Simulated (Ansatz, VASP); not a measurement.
One calculation of Cu2H3, two programs

```
Cu H
1.0
     3.71372    0.00000    0.00000
     0.00000    3.71372    0.00000
     0.00000    0.00000    3.15539
Cu H
2 3
Direct
  0.00000 0.50000 0.50000
  0.50000 0.00000 0.50000
  0.00000 0.50000 0.00000
  0.50000 0.00000 0.00000
  0.50000 0.50000 0.50000
```

Alike in both runs: functional PBE; k mesh 6 × 6 × 4; occupations gaussian, width 0.1 eV; no spin polarisation.

Ansatz relaxed the structure, and its values are those at the end. VASP's run is a single point on that final structure, the one shown.

```csv
,VASP,Ansatz
version,VASP 6.6.1,Ansatz 0.2.0
potentials or method,"VASP PAW PBE potentials, release 64 (Cu, H), cutoff 520 eV","scalar-relativistic, plane waves, PAW"
valence electrons in the cell,25,41
```

```csv
,VASP,Ansatz,Ansatz less VASP
gap on the k mesh at the Fermi level (eV),none,none,-
pressure (GPa),0.3,0.0,-0.30
```

A gap of «none» marks a metal or a gap that the smearing closes. The functional is the same, so the differences come from potentials, cutoffs and numerics. VASP's potentials hold 25 valence electrons a cell and Ansatz's 41, so a difference there can come from the potentials and not from the codes.

The k mesh is coarse, so the values compare programs but aren't converged.
